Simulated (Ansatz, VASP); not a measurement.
**One calculation of Ga3AsP2, two programs**

INCAR

```
ALGO = Normal
EDIFF = 1E-6
ENCUT = 520
GGA = PE
ISIF = 2
ISMEAR = 0
LASPH = T
LCHARG = T
LELF = T
LREAL = F
LVHAR = T
LWAVE = F
NBANDS = 36
NELM = 100
PREC = Accurate
SIGMA = 0.01
```

The input KPOINTS:

```
k-points
0
Gamma
  2 2 2
```

The input POSCAR:

```
Ga3AsP2
1.0
    3.9059637249      0.0000000000      0.0000000000
   -1.9529818624      3.3826638120      0.0000000000
    0.0000000000      0.0000000000      9.5621795807
P As Ga
2 1 3
Direct
    0.0000000000      0.0000000000      0.0030602822
    0.3333333333      0.6666666667      0.3305233904
    0.6666666667      0.3333333333      0.6663422598
    0.3333333333      0.6666666667      0.0832499795
    0.6666666667      0.3333333333      0.4103402508
    0.0000000000      0.0000000000      0.7564838373
```

Input for Ansatz:

```yaml
crystal:
  lattice:
    - [3.9059637249, 0.0, 0.0]
    - [-1.9529818624, 3.382663812, 0.0]
    - [0.0, 0.0, 9.5621795807]
  atoms:
    - { symbol: P, position: [0.0, 0.0, 0.0030602822] }
    - { symbol: P, position: [0.3333333333, 0.6666666667, 0.3305233904] }
    - { symbol: As, position: [0.6666666667, 0.3333333333, 0.6663422598] }
    - { symbol: Ga, position: [0.3333333333, 0.6666666667, 0.0832499795] }
    - { symbol: Ga, position: [0.6666666667, 0.3333333333, 0.4103402508] }
    - { symbol: Ga, position: [0.0, 0.0, 0.7564838373] }
kpoints:
  mp_grid: { grid: [2, 2, 2] }
hamiltonian:
  xc: pbe
scf:
  occupations: { method: fixed }
  n_extra_bands: 5
output:
  forces: true
  stress: true
  eigenvalues: true
```

Alike in both runs: task single point; functional PBE; k mesh 2 × 2 × 2; no spin polarisation.

|  | VASP | Ansatz |
| --- | --- | --- |
| version | VASP 6.6.1 | Ansatz 0.2.0 |
| potentials or method | VASP PAW PBE potentials, release 64 (P, As, Ga_d) | plane waves |
| plane-wave cutoff (eV) | 520 | 420 |
| occupations | gaussian, width 0.01 eV | fixed |
| valence electrons in the cell | 54 | 64 |

Ansatz gave:

```
gap on the k mesh at the Fermi level (eV)                     : 1.16
pressure (GPa)                                                : 6.0
traceless stress, the component that is largest in VASP (GPa) : -6.39
rms of the force components (eV/Å)                            : 0.152
```

Task: What did VASP give for the same quantities?

Result: gap on the k mesh at the Fermi level (eV): 1.15; pressure (GPa): 6.1; traceless stress, the component that is largest in VASP (GPa): -6.38; rms of the force components (eV/Å): 0.155.

Atom by atom the forces differ by 0.006 eV/Å (rms over components). VASP's potentials hold 54 valence electrons a cell and Ansatz's 64, so a difference there can come from the potentials and not from the codes.

The k mesh is coarse, so the values compare programs but aren't converged.
